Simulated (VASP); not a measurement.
# Se (P3_121) in VASP: a series of runs, part 2 of 2

VASP 6.6.1. Earlier steps stand in the parts before.

## 3. Relaxation of cell and atoms, PBEsol

This run uses another cell than the first one, of 27.26 Å³/atom, 1.130 times its volume.

INCAR

```
SYSTEM = Se
PREC = Accurate
ENCUT = 600
EDIFF = 1E-7
ISMEAR = 0
SIGMA = 0.02
LREAL = .False.
LASPH = .True.
NELM = 60
ALGO = Normal
ISIF = 3
LWAVE = .False.
LCHARG = .False.
GGA = PS
IBRION = 2
NSW = 100
EDIFFG = -0.005
```

KPOINTS

```
Automatic mesh
0
Gamma
  6 6 6
  0 0 0
```

POSCAR

```
Se
1.0
    4.3661999489      0.0000000000      0.0000000000
   -2.1830999745      3.7812400738      0.0000000000
    0.0000000000      0.0000000000      4.9536000000
Se
3
Direct
    0.2254000000      0.0000000000      0.3333333333
    0.0000000000      0.2254000000      0.6666666667
    0.7746000000      0.7746000000      0.0000000000
```

Potentials or basis: VASP PAW PBE potentials, release 64 (Se).

Launch:

```bash
> cat potpaw_PBE.64/Se/POTCAR > POTCAR
> mpirun -np 1 vasp_std > vasp.out
```

OUTCAR:

```text
SYSTEM = Se
   PREC = Accurate
   ENCUT = 600
   EDIFF = 1E-7
   ISMEAR = 0
   LREAL = .False.
   LASPH = .True.
   NELM = 60
   ISIF = 3
   GGA = PS
   IBRION = 2
   NSW = 100
   EDIFFG = -0.005

 ion  position               nearest neighbor table
   1  0.225  0.000  0.333-   3 2.37   2 2.37
   2  0.000  0.225  0.667-   3 2.37   1 2.37
   3  0.775  0.775  0.000-   1 2.37   2 2.37

  LATTYP: Found a hexagonal cell.
 ALAT       =     4.3661999489
 C/A-ratio  =     1.1345334749

  Lattice vectors:

 A1 = (   4.3661999489,   0.0000000000,   0.0000000000)
 A2 = (  -2.1830999745,   3.7812400738,   0.0000000000)
 A3 = (   0.0000000000,   0.0000000000,   4.9536000000)

Analysis of symmetry for initial positions (statically):
=====================================================================
 Subroutine PRICEL returns:
 Original cell was already a primitive cell.

 Routine SETGRP: Setting up the symmetry group for a
 hexagonal supercell.

 Subroutine GETGRP returns: Found  6 space group operations
 (whereof  2 operations were pure point group operations)
 out of a pool of 24 trial point group operations.

The static configuration has the point symmetry C_2 .
 The point group associated with its full space group is D_3 .

Analysis of symmetry for dynamics (positions and initial velocities):
=====================================================================
 Subroutine PRICEL returns:
 Original cell was already a primitive cell.

 Routine SETGRP: Setting up the symmetry group for a
 hexagonal supercell.

 Subroutine GETGRP returns: Found  6 space group operations
 (whereof  2 operations were pure point group operations)
 out of a pool of 24 trial point group operations.

The dynamic configuration has the point symmetry C_2 .
 The point group associated with its full space group is D_3 .

 Subroutine INISYM returns: Found  6 space group operations
 (whereof  2 operations are pure point group operations),
[... 153 lines left out ...]
  Direction    XX          YY          ZZ          XY          YZ          ZX
  --------------------------------------------------------------------------------------
  -------------------------------------------------------------------------------------
  Total       -0.0767075     -0.0767075      0.7081411      0.0000000      0.0000000      0.0000000
  in kB       -1.5027602     -1.5027602     13.8730372      0.0000000      0.0000000      0.0000000
  external PRESSURE =       3.6225056 kB  Pullay stress =       0.0000000 kB
[... 92 lines left out ...]
  FREE ENERGIE OF THE ION-ELECTRON SYSTEM (eV)
  ---------------------------------------------------
  free  energy   TOTEN  =       -11.4957286606 eV

  energy  without entropy=      -11.4957286606  energy(sigma->0) =      -11.49572866

[... ionic steps 4 to 13 ...]

--------------------------------------- Ionic step       14  -------------------------------------------

 number of electron      17.9999998 magnetization

------------------------ aborting loop because EDIFF is reached ----------------------------------------
[... 69 lines left out ...]
--------------------------------------- Ionic step       16  -------------------------------------------

 number of electron      17.9999998 magnetization

 Free energy of the ion-electron system (eV)
  ---------------------------------------------------
  ext. energy  EPLUGINS =         0.00000000
  ---------------------------------------------------
  free energy    TOTEN  =       -11.55943379 eV

  energy without entropy =      -11.55943379  energy(sigma->0) =      -11.55943379

 E-fermi :   3.8386     XC(G=0):  -9.6872

 val. band max:        3.7451679587   @ k =   0.3333   0.3333   0.5000
 cond. band min:       4.1768372686   @ k =   0.3333   0.3333   0.5000
 fundamental gap:      0.4316693099
 Fermi energy:         3.8386130015

 k-point     1 :       0.0000    0.0000    0.0000
  band No.  band energies     occupation
      1     -12.3237      2.00000
      2      -8.2293      2.00000
      3      -8.2293      2.00000
      4       0.0543      2.00000
      5       0.2948      2.00000
      6       0.2948      2.00000
      7       1.8362      2.00000
      8       1.8362      2.00000
      9       3.1808      2.00000
     10       5.1627      0.00000
     11       5.1627      0.00000
     12       5.7672      0.00000
     13       9.9979      0.00000
[... 354 lines left out ...]
  band No.  band energies     occupation
      1     -11.3423      2.00000
      2     -10.0551      2.00000
      3      -6.9760      2.00000
      4      -1.6474      2.00000
      5      -0.9800      2.00000
      6       0.0135      2.00000
      7       1.0550      2.00000
      8       2.5257      2.00000
      9       2.9951      2.00000
     10       5.0069      0.00000
     11       5.8123      0.00000
     12       6.5782      0.00000
     13       9.4923      0.00000

 [... further k-points ...]

------------------------ aborting loop because EDIFF is reached ----------------------------------------

  FORCE on cell =-STRESS in cart. coord.  units (eV):
  Direction    XX          YY          ZZ          XY          YZ          ZX
  --------------------------------------------------------------------------------------
  -------------------------------------------------------------------------------------
  Total        0.0030968      0.0030968     -0.0084510     -0.0000000     -0.0000000      0.0000000
  in kB        0.0685376      0.0685376     -0.1870380     -0.0000000     -0.0000000      0.0000000
  external PRESSURE =      -0.0166543 kB  Pullay stress =       0.0000000 kB
[... 18 lines left out ...]
  FREE ENERGIE OF THE ION-ELECTRON SYSTEM (eV)
  ---------------------------------------------------
  free  energy   TOTEN  =       -11.5594337949 eV

  energy  without entropy=      -11.5594337949  energy(sigma->0) =      -11.55943379

 reached required accuracy - stopping structural energy minimisation
```

Wall time 4.1 min (1 thread of Intel Xeon Platinum 8488C (Sapphire Rapids), shared host); peak memory 0.24 GiB.

Results:

* Free energy: -11.5594 eV
* Relaxed volume: 24.13 Å³/atom
* Relaxed cell: a = 4.038 Å, b = 4.038 Å, c = 5.126 Å, α = 90.00°, β = 90.00°, γ = 120.00°
* Space group after relaxing (to 0.05 Å): P3_121 (No. 152)
* Energy gained by relaxing: 24.6 meV/atom
* Ionic steps: 16
* Pressure after relaxing: 0.0 GPa
* Largest force after relaxing: 0.004 eV/Å
* Band gap on the k mesh: 0.43 eV, direct

Forces in eV/Å, atoms in the order of the input:
```
Se   0.004  0.000  0.000
Se  -0.002  0.003  0.000
Se  -0.002 -0.003  0.000
```

Step by step:
```csv
step,energy change (eV),largest force (eV/Å),pressure (GPa),volume (Å³)
1,0.0000,0.3318,0.36,81.78
2,-0.0097,0.0114,-1.32,82.51
3,-0.0100,0.0376,-1.07,82.40
4,-0.0235,0.0439,-0.98,80.96
5,-0.0567,0.0815,-0.37,76.70
6,-0.0493,0.1969,2.70,68.43
7,-0.0690,0.1505,0.63,73.32
8,-0.0694,0.1620,0.97,72.32
9,-0.0733,0.0091,0.03,71.86
10,-0.0735,0.0179,0.19,71.94
11,-0.0735,0.0152,0.17,71.94
12,-0.0736,0.0081,0.07,72.18
13,-0.0737,0.0010,-0.03,72.42
14,-0.0737,0.0015,-0.03,72.40
15,-0.0737,0.0018,-0.02,72.39
16,-0.0737,0.0035,0.00,72.39
```

Final structure:
```
Se
1.0
     4.03835    0.00000    0.00000
    -2.01918    3.49732    0.00000
     0.00000    0.00000    5.12567
Se
3
Direct
  0.24926 0.00000 0.33333
  0.00000 0.24926 0.66667
  0.75074 0.75074 0.00000
```

Levels at points of the mesh, in eV from the valence-band top:
```tsv
k point	band 7	band 8	band 9	band 10	band 11	band 12
(0.00, 0.00, 0.00)	-1.91	-1.91	-0.56	1.42	1.42	2.02
(0.50, 0.00, 0.00)	-3.67	-1.48	-0.99	1.39	1.63	4.23
(0.00, 0.00, 0.50)	-1.41	-1.36	-1.36	0.86	0.86	0.87
(0.50, 0.00, 0.50)	-2.51	-2.01	-0.10	1.26	2.47	2.96
```

Caveat: the PAW data sets were made with another functional, which shifts forces and pressure a little; the volume moved by -11 % from the deposited cell, more than functionals usually miss. A k mesh can miss the band edges.

## 4. Single point, PBEsol

INCAR

```
SYSTEM = Se
ALGO = Normal
EDIFF = 1E-6
ENCUT = 520
GGA = PS
ISIF = 2
ISMEAR = 0
LASPH = .True.
LCHARG = .False.
LREAL = .False.
LWAVE = .False.
NBANDS = 16
NELM = 100
PREC = Accurate
SIGMA = 0.02
```

KPOINTS

```
k-points
0
Gamma
  6 6 6
  0 0 0
```

POSCAR

```
Se
1.0
    4.0415168391      0.0000000000      0.0000000000
   -2.0207584196      3.5000562524      0.0000000000
    0.0000000000      0.0000000000      5.1178959585
Se
3
Direct
    0.2486416704      0.0000000000      0.3333333333
    0.0000000000      0.2486416704      0.6666666667
    0.7513583296      0.7513583296      0.0000000000
```

Launch:

```bash
> cat potpaw_PBE.64/Se/POTCAR > POTCAR
> mpirun -np 1 vasp_std > vasp.out
```

Run time: 42 s. Hardware: 1 thread of Oxide Virtual Turin-like, shared host; peak memory 0.15 GiB.

It converged, with:

```
Free energy            : -11.5587 eV
Pressure               : 0.2 GPa
Largest force          : 0.031 eV/Å
Band gap on the k mesh : 0.45 eV, direct
```

Forces in eV/Å, atoms in the order of the input:
```
Se   0.031  0.000  0.000
Se  -0.015  0.027  0.000
Se  -0.015 -0.027  0.000
```

Stress tensor (GPa, compression positive):
```
0.13 0.00 0.00
0.00 0.13 0.00
0.00 0.00 0.24
```

Levels at points of the mesh, in eV from the valence-band top:
| k point | band 5 | band 6 | band 7 | band 8 | band 9 | band 10 | band 11 | band 12 | band 13 | band 14 |
| --- | --- | --- | --- | --- | --- | --- | --- | --- | --- | --- |
| (0.00, 0.00, 0.00) | -3.46 | -3.46 | -1.92 | -1.92 | -0.56 | 1.43 | 1.43 | 2.03 | 6.25 | 6.25 |
| (0.50, 0.00, 0.00) | -5.04 | -3.88 | -3.66 | -1.49 | -0.99 | 1.41 | 1.66 | 4.25 | 4.31 | 8.49 |
| (0.00, 0.00, 0.50) | -3.14 | -3.14 | -1.41 | -1.37 | -1.37 | 0.87 | 0.87 | 0.88 | 5.50 | 6.91 |
| (0.50, 0.00, 0.50) | -4.42 | -4.30 | -2.50 | -2.01 | -0.09 | 1.27 | 2.49 | 2.96 | 5.88 | 7.23 |

Caveat: the PAW data sets were made with another functional, which shifts forces and pressure a little. A k mesh can miss the band edges.

## 5. Single point, PBEsol

INCAR

```
PREC = Accurate
ENCUT = 520
EDIFF = 1E-6
ISMEAR = 0
SIGMA = 0.02
LREAL = False
LASPH = True
NELM = 100
ALGO = Normal
ISIF = 2
LWAVE = False
LCHARG = False
GGA = PS
NBANDS = 16
```

KPOINTS

```
regular mesh
0
Gamma
  12 12 8
```

POSCAR is that of step 4.

Launch:

```bash
> cat potpaw_PBE.64/Se/POTCAR > POTCAR
> mpirun -np 1 vasp_std > vasp.out
```

Wall time 3.2 min (1 thread of Oxide Virtual Turin-like, shared host); peak memory 0.23 GiB.

Results (log left out):

```yaml
Free_energy: -11.5608 eV
Pressure: 0.2 GPa
Largest_force: 0.029 eV/Å
Band_gap_on_the_k_mesh: 0.45 eV, indirect (the least direct gap lies 1.6 meV higher)
```

Forces on the atoms (eV/Å):
```
Se   0.029  0.000  0.000
Se  -0.014  0.025  0.000
Se  -0.014 -0.025  0.000
```

Stress tensor (GPa, compression positive):
```
0.11 0.00 0.00
0.00 0.11 0.00
0.00 0.00 0.27
```

Levels at points of the mesh, in eV from the valence-band top:
```csv
k point,band 6,band 7,band 8,band 9,band 10,band 11,band 12,band 13
"(0.00, 0.00, 0.00)",-3.46,-1.92,-1.92,-0.56,1.43,1.43,2.03,6.25
"(0.50, 0.00, 0.00)",-3.88,-3.66,-1.49,-0.99,1.41,1.65,4.25,4.30
"(0.00, 0.00, 0.50)",-3.14,-1.41,-1.37,-1.37,0.87,0.87,0.88,5.50
"(0.50, 0.00, 0.50)",-4.30,-2.50,-2.01,-0.10,1.27,2.49,2.96,5.88
```

Caveat: the PAW data sets were made with another functional, which shifts forces and pressure a little. A k mesh can miss the band edges.

## 6. Summary

```tsv
task	cell	k mesh	cutoff (eV)	gap on the mesh (eV)	pressure (GPa)	largest force (eV/Å)
single point	a = 4.042, b = 4.042, c = 5.118 Å, angles 90.0, 90.0, 120.0°, 3 atoms	6 × 6 × 6	520	0.45	0.2	0.03
relaxation of cell and atoms	relaxed from a = 4.366, b = 4.366, c = 4.954 Å, angles 90.0, 90.0, 120.0°, 3 atoms	6 × 6 × 6	600	0.43	0.0	-
single point	a = 4.042, b = 4.042, c = 5.118 Å, angles 90.0, 90.0, 120.0°, 3 atoms	12 × 12 × 8	520	0.45	0.2	0.03
```

Alike in all rows: level PBEsol; potentials or basis VASP PAW PBE potentials, release 64 (Se); no spin polarisation; smearing gaussian 0.02 eV.

Caveats: the PAW data sets were made with another functional, which shifts forces and pressure a little; the volume moved by -11 % from the deposited cell, more than functionals usually miss (some runs).

Total energies depend on the potentials used, so only differences within one code and one set of settings carry meaning.
